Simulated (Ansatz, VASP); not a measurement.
# One calculation of BH3, two programs

```
H B
1.0
     4.45679    0.00000    0.00000
     0.00000    6.57818    0.00000
    -1.54933    0.00000    5.61025
H B
12 4
Direct
  0.21200 0.50700 0.80600
  0.28800 0.00700 0.69400
  0.78800 0.49300 0.19400
  0.71200 0.99300 0.30600
  0.12000 0.37400 0.47900
  0.38000 0.87400 0.02100
  0.88000 0.62600 0.52100
  0.62000 0.12600 0.97900
  0.79700 0.35400 0.66900
  0.70300 0.85400 0.83100
  0.20300 0.64600 0.33100
  0.29700 0.14600 0.16900
  0.00205 0.45871 0.64507
  0.49795 0.95871 0.85493
  0.99795 0.54129 0.35493
  0.50205 0.04129 0.14507
```

Alike in both runs: task single point; functional r2SCAN; k mesh 6 × 4 × 4; no spin polarisation.

|  | VASP | Ansatz |
| --- | --- | --- |
| version | VASP 6.6.1 | Ansatz 0.2.0 |
| potentials or method | VASP PAW PBE potentials, release 64 (H, B), cutoff 520 eV | PAW plane waves |
| occupations | fermi-dirac, width 0.1 eV | fermi-dirac |
| valence electrons in the cell | 24 | 24 |

```csv
,VASP,Ansatz,Ansatz less VASP
gap on the k mesh at the Fermi level (eV),6.07,6.04,-0.032
pressure (GPa),-0.7,-0.6,+0.11
"traceless stress, the component that is largest in VASP (GPa)",-1.06,-1.04,+0.013
rms of the force components (eV/Å),0.271,0.276,+0.0047
```

VASP's potentials were made for PBE, not for r2SCAN. Atom by atom the forces differ by 0.009 eV/Å (rms over components).
